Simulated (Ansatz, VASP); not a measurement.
CoOs2 in VASP and in Ansatz

```xyz
3
Lattice="4.2352 0.0000 0.0000 -2.1176 3.6678 0.0000 0.0000 0.0000 2.6783" Properties=species:S:1:pos:R:3 pbc="T T T"
Co    0.0000    0.0000    0.0000
Os    0.0000    2.4452    1.3392
Os    2.1176    1.2226    1.3392
```

Alike in both runs: task relaxation of cell and atoms; functional PBE; k mesh 12 × 12 × 18; occupations gaussian, width 0.1 eV; no spin polarisation.

|  | VASP | Ansatz |
| --- | --- | --- |
| version | VASP 6.6.1 | Ansatz 0.2.0 |
| potentials or method | VASP PAW PBE potentials, release 64 (Co, Os), cutoff 600 eV | scalar-relativistic, plane waves, PAW |
| valence electrons in the cell | 25 | 49 |

VASP gave:

| Quantity | Value |
| --- | --- |
| gap on the k mesh at the Fermi level, each at its own relaxed structure (eV) | none |
| relaxed volume (Å³/atom) | 13.81 |
| relaxed length of the cell vector where the two differ most in proportion (Å) | 4.245 |

Q: Which values does Ansatz return?

A: gap on the k mesh at the Fermi level, each at its own relaxed structure (eV): none; relaxed volume (Å³/atom): 13.83; relaxed length of the cell vector where the two differ most in proportion (Å): 4.248.

A gap of «none» marks a metal or a gap that the smearing closes. VASP's potentials hold 25 valence electrons a cell and Ansatz's 49, so a difference there can come from the potentials and not from the codes.

Spin-orbit coupling is off throughout.
